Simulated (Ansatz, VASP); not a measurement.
Two plane-wave programs on Hf

```xyz
2
Lattice="3.1603 0.0000 0.0000 -1.5801 2.7369 0.0000 0.0000 0.0000 4.9962" Properties=species:S:1:pos:R:3 pbc="T T T"
Hf    0.0000    1.8246    1.2491
Hf    1.5801    0.9123    3.7472
```

Alike in both runs: task single point; functional PBEsol; k mesh 12 × 12 × 7; occupations gaussian, width 0.1 eV; no spin polarisation.

|  | VASP | Ansatz |
| --- | --- | --- |
| version | VASP 6.6.1 | Ansatz 0.2.0 |
| potentials or method | VASP PAW PBE potentials, release 64 (Hf_pv), cutoff 500 eV | scalar-relativistic, plane waves, PAW |
| valence electrons in the cell | 20 | 52 |

|  | VASP | Ansatz | Ansatz less VASP |
| --- | --- | --- | --- |
| gap on the k mesh at the Fermi level (eV) | none | none | - |
| pressure (GPa) | -0.3 | 0.1 | +0.37 |
| traceless stress, the component that is largest in VASP (GPa) | -0.01 | 0.07 | +0.081 |

VASP's potentials were made for PBE, not for PBEsol. A gap of «none» marks a metal or a gap that the smearing closes. With one functional, cell and mesh, what is left measures potentials, basis and numerics. VASP's potentials hold 20 valence electrons a cell and Ansatz's 52, so a difference there can come from the potentials and not from the codes.

Neither program's run includes spin-orbit coupling.
